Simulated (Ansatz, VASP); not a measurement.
# AgCl: VASP beside Ansatz

```
Ag Cl
1.0
     0.00000    2.84334    2.80602
     2.84334    0.00000    2.80602
     2.84334    2.84334    0.00000
Ag Cl
1 1
Direct
  0.46258 0.53742 0.53742
  0.11386 0.88614 0.88614
```

Change from the starting cell: mode 4 frozen in at -0.639 Å, equal normal strain along x and y +0.0133.

Alike in both runs: task single point; functional PBE; k mesh 8 × 8 × 8; occupations gaussian, width 0.05 eV; no spin polarisation.

|  | VASP | Ansatz |
| --- | --- | --- |
| version | VASP 6.6.1 | Ansatz 0.2.0 |
| potentials or method | VASP PAW PBE potentials, release 64 (Ag, Cl), cutoff 520 eV | scalar-relativistic, plane waves, PAW |
| valence electrons in the cell | 18 | 26 |

VASP gave:

* gap on the k mesh at the Fermi level (eV): 1.35
* least direct gap on the mesh (eV): 1.73
* pressure (GPa): 18.5
* traceless stress, the component that is largest in VASP (GPa): 36.91
* rms of the force components (eV/Å): 4.388

**Question.** Which values does Ansatz return?

**Answer.** gap on the k mesh at the Fermi level (eV): 1.35; least direct gap on the mesh (eV): 1.73; pressure (GPa): 18.8; traceless stress, the component that is largest in VASP (GPa): 37.37; rms of the force components (eV/Å): 4.446.

Atom by atom the forces differ by 0.058 eV/Å (rms over components). With one functional, cell and mesh, what is left measures potentials, basis and numerics. VASP's potentials hold 18 valence electrons a cell and Ansatz's 26, so a difference there can come from the potentials and not from the codes.
